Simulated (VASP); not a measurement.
# Al2Cu in VASP: further runs, part 2 of 2

VASP 6.6.1.

**4. Single point, r2SCAN**

This run uses another cell than the first one: it holds 3 atoms, not 6.

POSCAR reads:

```
Al2Cu
1.0
   -2.0340223554      2.0340223554      2.8764125944
    2.0340223554     -2.0340223554      2.8764125944
    2.0340223554      2.0340223554     -2.8764125944
Al Cu
2 1
Direct
    0.7500000000      0.2500000000      0.5000000000
    0.2500000000      0.7500000000      0.5000000000
    0.5000000000      0.5000000000      0.0000000000
```

INCAR.step1 reads:

```
PREC     = Accurate       # precision mode
ENCUT    = 520            # plane-wave cutoff, eV
ISMEAR   = 0              # smearing method
SIGMA    = 0.1            # smearing width, eV
LREAL    = False          # projectors in reciprocal space
LASPH    = True           # aspherical terms in the spheres
NELM     = 60             # most SCF steps
NBANDS   = 16             # bands
GGA      = PE             # functional
ALGO     = Normal         # electronic algorithm
EDIFF    = 1E-4           # SCF threshold, eV
LWAVE    = True           # write WAVECAR
LCHARG   = False          # write CHGCAR
```

INCAR.step2 reads:

```
PREC     = Accurate       # precision mode
ENCUT    = 520            # plane-wave cutoff, eV
EDIFF    = 1E-6           # SCF threshold, eV
ISMEAR   = 0              # smearing method
SIGMA    = 0.1            # smearing width, eV
LREAL    = False          # projectors in reciprocal space
LASPH    = True           # aspherical terms in the spheres
NELM     = 60             # most SCF steps
ALGO     = Normal         # electronic algorithm
ISIF     = 2              # what is computed and relaxed
LWAVE    = False          # write WAVECAR
LCHARG   = False          # write CHGCAR
METAGGA  = R2SCAN         # meta-GGA
LMIXTAU  = True         
NBANDS   = 16             # bands
ISTART   = 1
```

KPOINTS reads:

```
Automatic mesh
0
Gamma
  14 14 14
```

Potentials or basis: VASP PAW PBE potentials, release 64 (Al, Cu).

On the command line:

```console
$ cat potpaw_PBE.64/Al/POTCAR potpaw_PBE.64/Cu/POTCAR > POTCAR
$ cp INCAR.step1 INCAR
$ mpirun -np 1 vasp_std > vasp.out
$ cp INCAR.step2 INCAR
$ mpirun -np 1 vasp_std > vasp.out
```

OUTCAR:

```text
PREC = Accurate
   ENCUT = 520
   EDIFF = 1E-6
   ISMEAR = 0
   LREAL = False
   LASPH = True
   NELM = 60
   ISIF = 2
   METAGGA = R2SCAN
   ISTART = 1

 ion  position               nearest neighbor table
   1  0.750  0.250  0.500-   3 2.49   3 2.49   3 2.49   3 2.49   2 2.88   2 2.88   2 2.88   2 2.88
                             2 2.88   2 2.88
   2  0.250  0.750  0.500-   3 2.49   3 2.49   3 2.49   3 2.49   1 2.88   1 2.88   1 2.88   1 2.88
                             1 2.88   1 2.88
   3  0.500  0.500  0.000-   1 2.49   2 2.49   1 2.49   2 2.49   2 2.49   1 2.49   2 2.49   1 2.49

  LATTYP: Found a body centered tetragonal cell.
 ALAT       =     4.0680447108
 C/A-ratio  =     1.4141499413

  Lattice vectors:

 A1 = (  -2.0340223554,   2.0340223554,   2.8764125944)
 A2 = (   2.0340223554,  -2.0340223554,   2.8764125944)
 A3 = (   2.0340223554,   2.0340223554,  -2.8764125944)

Analysis of symmetry for initial positions (statically):
=====================================================================
 Subroutine PRICEL returns:
 Original cell was already a primitive cell.

 Routine SETGRP: Setting up the symmetry group for a
 body centered tetragonal supercell.

 Subroutine GETGRP returns: Found 16 space group operations
 (whereof 16 operations were pure point group operations)
 out of a pool of 16 trial point group operations.

The static configuration has the point symmetry D_4h.

Analysis of symmetry for dynamics (positions and initial velocities):
=====================================================================
 Subroutine PRICEL returns:
 Original cell was already a primitive cell.

 Routine SETGRP: Setting up the symmetry group for a
 body centered tetragonal supercell.

 Subroutine GETGRP returns: Found 16 space group operations
 (whereof 16 operations were pure point group operations)
 out of a pool of 16 trial point group operations.

The dynamic configuration has the point symmetry D_4h.

 Subroutine INISYM returns: Found 16 space group operations
 (whereof 16 operations are pure point group operations),
 and found     1 'primitive' translations

----------------------------------------------------------------------------------------

                                     Primitive cell

  volume of cell :      47.6017

  direct lattice vectors                    reciprocal lattice vectors
    -2.034022355  2.034022355  2.876412594     0.000000000  0.245818341  0.173827635
     2.034022355 -2.034022355  2.876412594     0.245818341  0.000000000  0.173827635
     2.034022355  2.034022355 -2.876412594     0.245818341  0.245818341  0.000000000

  length of vectors
     4.067953207  4.067953207  4.067953207     0.301069267  0.301069267  0.347639631

  position of ions in fractional coordinates (direct lattice)
     0.750000000  0.250000000  0.500000000
     0.250000000  0.750000000  0.500000000
     0.500000000  0.500000000  0.000000000

  ion indices of the primitive-cell ions
   primitive index   ion index
                 1           1
                 2           2
                 3           3

[... 23 lines left out ...]

 Found    244 irreducible k-points:

 Following reciprocal coordinates:
            Coordinates               Weight
  0.000000  0.000000  0.000000      1.000000
  0.071429  0.000000  0.000000      8.000000
  0.142857  0.000000  0.000000      8.000000
  0.214286  0.000000 -0.000000      8.000000
  0.285714  0.000000  0.000000      8.000000
  0.357143  0.000000  0.000000      8.000000
[... 16 lines left out ...]
  0.214286  0.142857 -0.000000     16.000000
  0.285714  0.142857  0.000000     16.000000
 [... further k-points ...]
   k-points           NKPTS =    244   k-points in BZ     NKDIM =    244   number of bands    NBANDS=     16
   number of dos      NEDOS =    301   number of ions     NIONS =      3
   total plane-waves  NPLWV =  27000
   dimension x,y,z NGX =    30 NGY =   30 NGZ =   30
   dimension x,y,z NGXF=    60 NGYF=   60 NGZF=   60
   ions per type =               2   1
   NGX,Y,Z   is equivalent  to a cutoff of  12.26, 12.26, 12.26 a.u.
   NGXF,Y,Z  is equivalent  to a cutoff of  24.52, 24.52, 24.52 a.u.
 SYSTEM =  unknown system
   PREC   = accura    normal or accurate (medium, high low for compatibility)
   ISTART =      1    job   : 0-new  1-cont  2-samecut
   ICHARG =      0    charge: 1-file 2-atom 10-const
   ISPIN  =      1    spin polarized calculation?
   LNONCOLLINEAR =      F non collinear calculations
   LSORBIT =      F    spin-orbit coupling
   LASPH  =      T    aspherical Exc in radial PAW
   ENCUT  =  520.0 eV  38.22 Ry    6.18 a.u.   7.56  7.56  7.56*2*pi/ulx,y,z
   NELM   =     60;   NELMIN=  2; NELMDL=  0     # of ELM steps
   EDIFF  = 0.1E-05   stopping-criterion for ELM
   LREAL  =      F    real-space projection
   EDIFFG = 0.1E-04   stopping-criterion for IOM
   NSW    =      0    number of steps for IOM
   IBRION =     -1    ionic relax: 0-MD 1-quasi-New 2-CG
   NFREE  =      0    steps in history (QN), initial steepest desc. (CG)
   ISIF   =      2    stress and relaxation
   ISYM   =      2    0-nonsym 1-usesym 2-fastsym
   POTIM  = 0.5000    time-step for ionic-motion
   TEBEG  =    0.0;   TEEND  =   0.0 temperature during run
   PSTRESS=    0.0 pullay stress
   NELECT =      17.0000    total number of electrons
   NUPDOWN=      -1.0000    fix difference up-down
   EMIN   =  10.00;   EMAX   =-10.00  energy-range for DOS
   EFERMI =   0.00;   METHOD = LEGACY
   ISMEAR =     0;   SIGMA  =   0.10  broadening in eV -4-tet -1-fermi 0-gaus
   EFERMI_NEDOS =   21; number of points for ismear=-14 and -15
   IALGO  =     38    algorithm
   IMIX   =      4    mixing-type and parameters
     AMIX     =   0.40;   BMIX     =  1.00
     AMIX_MAG =   1.60;   BMIX_MAG =  1.00
  volume/ion in A,a.u.               =      15.87       107.08
  Fermi-wavevector in a.u.,A,eV,Ry     =   1.161494  2.194905 18.355185  1.349068
  Thomas-Fermi vector in A             =   2.298065
   LORBIT       =      0    0 simple, 1 ext, 2 COOP (PROOUT), +10 PAW based schemes
   METAGGA = R2SCAN    functional components
   LHFCALC =     F    Hartree Fock is set to
   AEXX    =    0.0000 exact exchange contribution
   IVDW    =     0    specifies the selected vdW correction
   LEPSILON=     F    determine dielectric tensor
   LRPA    =     F    only Hartree local field effects (RPA)
 non-spin polarized calculation
 Gauss-broadening in eV      SIGMA  =   0.10
  energy-cutoff  :      520.00
  volume of cell :       47.60
 maximum number of plane-waves:      1307
   NGX = 15   NGY = 15   NGZ = 15

 number of electron      16.9999996 magnetization

 Free energy of the ion-electron system (eV)
  ---------------------------------------------------
  ext. energy  EPLUGINS =         0.00000000
  ---------------------------------------------------
  free energy    TOTEN  =       -24.91507410 eV

  energy without entropy =      -24.91037790  energy(sigma->0) =      -24.91272600

 E-fermi :   6.9557     XC(G=0): -11.1836

 val. band max:        6.9299679996   @ k =  -0.0714   0.4286   0.0714
 cond. band min:       6.9856776084   @ k =  -0.1429   0.4286   0.1429
 fundamental gap:      0.0557096088
 Fermi energy:         6.9556725903

 k-point     1 :       0.0000    0.0000    0.0000
  band No.  band energies     occupation
      1      -3.7833      2.00000
      2       2.2369      2.00000
      3       2.2371      2.00000
      4       2.2372      2.00000
      5       2.7997      2.00000
      6       2.7997      2.00000
[... 433 lines left out ...]
      3       2.3107      2.00000
      4       2.4452      2.00000
      5       2.7425      2.00000
      6       2.8770      2.00000
[... 8 lines left out ...]
     15      14.7525      0.00000
     16      18.3246      0.00000

 [... further k-points ...]

------------------------ aborting loop because EDIFF is reached ----------------------------------------

  FORCE on cell =-STRESS in cart. coord.  units (eV):
  Direction    XX          YY          ZZ          XY          YZ          ZX
  --------------------------------------------------------------------------------------
  -------------------------------------------------------------------------------------
  Total       -0.3488469     -0.3488469     -0.3475024      0.0000000      0.0000000      0.0000000
  in kB      -11.7414802    -11.7414802    -11.6962262      0.0000000      0.0000000      0.0000000
  external PRESSURE =     -11.7263955 kB  Pullay stress =       0.0000000 kB

 VOLUME and BASIS-vectors are now :
 -----------------------------------------------------------------------------
  energy-cutoff  :      520.00
  volume of cell :       47.60
      direct lattice vectors                 reciprocal lattice vectors
    -2.034022355  2.034022355  2.876412594     0.000000000  0.245818341  0.173827635
     2.034022355 -2.034022355  2.876412594     0.245818341  0.000000000  0.173827635
     2.034022355  2.034022355 -2.876412594     0.245818341  0.245818341  0.000000000

 POSITION                                       TOTAL-FORCE (eV/Angst)
 -----------------------------------------------------------------------------------
     -0.00000      2.03402      1.43821        -0.000000      0.000000      0.000000
      2.03402     -0.00000      1.43821         0.000000      0.000000     -0.000000
      0.00000      0.00000      2.87641        -0.000000     -0.000000     -0.000000
 -----------------------------------------------------------------------------------
    total drift:                                0.000000     -0.000000      0.000000

  FREE ENERGIE OF THE ION-ELECTRON SYSTEM (eV)
  ---------------------------------------------------
  free  energy   TOTEN  =       -24.9150741012 eV

  energy  without entropy=      -24.9103779028  energy(sigma->0) =      -24.91272600
```

Wall time 11 min (1 thread of Oxide Virtual Turin-like, shared host); peak memory 0.28 GiB.

Results:

```
Free energy            : -24.9151 eV
Pressure               : -1.2 GPa
Band gap on the k mesh : zero (an odd number of electrons rules out a gap without spin polarisation)
```

Levels at points of the mesh, in eV from the Fermi level:
```csv
k point,band 6,band 7,band 8,band 9,band 10,band 11,band 12,band 13
"(0.00, 0.00, 0.00)",-4.16,3.03,3.03,3.03,3.09,3.09,3.09,5.01
"(0.50, 0.00, 0.00)",-4.08,-4.08,0.61,0.61,3.10,3.10,4.22,4.98
"(0.50, 0.50, 0.00)",-3.99,-3.88,-2.12,-2.12,0.53,1.78,9.45,11.39
"(0.50, 0.50, 0.50)",-3.99,-3.88,-2.12,-2.12,0.53,1.78,9.45,11.39
```

Caveat: the PAW data sets were made with another functional, which shifts forces and pressure a little.

**5. Relaxation of cell and atoms, r2SCAN, target pressure 90 GPa, at which the enthalpy is minimised**

This run uses another cell than the first one: it holds 3 atoms, not 6.

POSCAR reads:

```
Al2Cu
1.0
   -1.8064133877      1.8064133877      2.5546543122
    1.8064133877     -1.8064133877      2.5546543122
    1.8064133877      1.8064133877     -2.5546543122
Al Cu
2 1
Direct
    0.7500000000      0.2500000000      0.5000000000
    0.2500000000      0.7500000000      0.5000000000
    0.5000000000      0.5000000000      0.0000000000
```

INCAR.step1 reads:

```
  PREC = Accurate
  ENCUT = 600
  ISMEAR = 0
  SIGMA = 0.1
  LREAL = F
  LASPH = T
  NELM = 60
  GGA = PE
  ALGO = Normal
  EDIFF = 1E-4
  LWAVE = T
  LCHARG = F
```

INCAR.step2 reads:

```
  PREC = Accurate
  ENCUT = 600
  EDIFF = 1E-7
  ISMEAR = 0
  SIGMA = 0.1
  LREAL = F
  LASPH = T
  NELM = 60
  ALGO = Normal
  ISIF = 3
  LWAVE = F
  LCHARG = F
  METAGGA = R2SCAN
  LMIXTAU = T
  IBRION = 2
  NSW = 70
  EDIFFG = -0.008
  PSTRESS = 900.0
  ISTART = 1
```

KPOINTS reads:

```
regular mesh
0
Gamma
  16 16 16
```

On the command line:

```console
$ cat potpaw_PBE.64/Al/POTCAR potpaw_PBE.64/Cu/POTCAR > POTCAR
$ cp INCAR.step1 INCAR
$ mpirun -np 1 vasp_std > vasp.out
$ cp INCAR.step2 INCAR
$ mpirun -np 1 vasp_std > vasp.out
```

Wall time 21 min (1 thread of Oxide Virtual Turin-like, shared host); peak memory 0.22 GiB.

It converged, with:

```
Free energy                                                : -21.9061 eV
Relaxed volume                                             : 10.74 Å³/atom
Relaxed cell                                               : a = 3.572 Å, b = 3.572 Å, c = 3.572 Å, α = 120.00°, β = 120.00°, γ = 90.00°
Space group after relaxing (to 0.1 Å)                      : Fm-3m (No. 225)
Energy change on relaxing (the run minimises the enthalpy) : +193.4 meV/atom
Ionic steps                                                : 4
Pressure after relaxing                                    : 90.0 GPa
Band gap on the k mesh                                     : zero (an odd number of electrons rules out a gap without spin polarisation)
```

Step by step:
| step | energy change (eV) | largest force (eV/Å) | pressure (GPa) | volume (Å³) |
| --- | --- | --- | --- | --- |
| 1 | 0.0000 | 0.0000 | 76.28 | 33.34 |
| 2 | 2.9141 | 0.0000 | 143.32 | 28.96 |
| 3 | 0.5599 | 0.0000 | 89.49 | 32.26 |
| 4 | 0.5802 | 0.0000 | 89.95 | 32.22 |

Final structure:
```
CELL_PARAMETERS angstrom
-1.78593 1.78593 2.52568
1.78593 -1.78593 2.52568
1.78593 1.78593 -2.52568
ATOMIC_POSITIONS crystal
Al 0.75000 0.25000 0.50000
Al 0.25000 0.75000 0.50000
Cu 0.50000 0.50000 0.00000
```

Levels at points of the mesh, in eV from the Fermi level:
```csv
k point,band 7,band 8,band 9,band 10,band 11,band 12
"(0.00, 0.00, 0.00)",3.00,3.00,3.00,4.70,4.70,4.70
"(0.50, 0.00, 0.00)",-5.61,0.65,0.65,4.00,4.00,6.36
"(0.50, 0.50, 0.00)",-5.20,-2.85,-2.85,1.50,2.34,10.49
```

Caveat: the cell is relaxed towards a set pressure, so the run minimises the enthalpy, not the energy; the PAW data sets were made with another functional, which shifts forces and pressure a little.

**6. Overview**

| task | cell | k mesh | cutoff (eV) | smearing | gap on the mesh (eV) | pressure (GPa) |
| --- | --- | --- | --- | --- | --- | --- |
| single point | a = 4.039, b = 4.039, c = 5.849 Å, 6 atoms, atomic positions A | 10 × 10 × 6 | 520 | gaussian 0.1 eV | none | -1.3 |
| single point | a = 4.055 Å, angles 120.0, 120.0, 90.0°, 3 atoms, atomic positions B | 16 × 16 × 16 | 520 | gaussian 0.15 eV | none | -0.1 |
| single point | a = 4.068 Å, angles 120.0, 120.0, 90.0°, 3 atoms, atomic positions B | 14 × 14 × 14 | 520 | gaussian 0.1 eV | none | -1.2 |
| relaxation of cell and atoms | relaxed to 90 GPa from a = 3.613 Å, angles 120.0, 120.0, 90.0°, 3 atoms, atomic positions B | 16 × 16 × 16 | 600 | gaussian 0.1 eV | none | 90.0 |

Alike in all rows: level r2SCAN; potentials or basis VASP PAW PBE potentials, release 64 (Al, Cu); no spin polarisation.

Caveats: the PAW data sets were made with another functional, which shifts forces and pressure a little; the cell is relaxed towards a set pressure, so the run minimises the enthalpy, not the energy (at least some runs).

Absolute energies hang on the potentials; compare differences alone.

The gap in the log of VASP goes by the Fermi energy; the results here count the filled bands.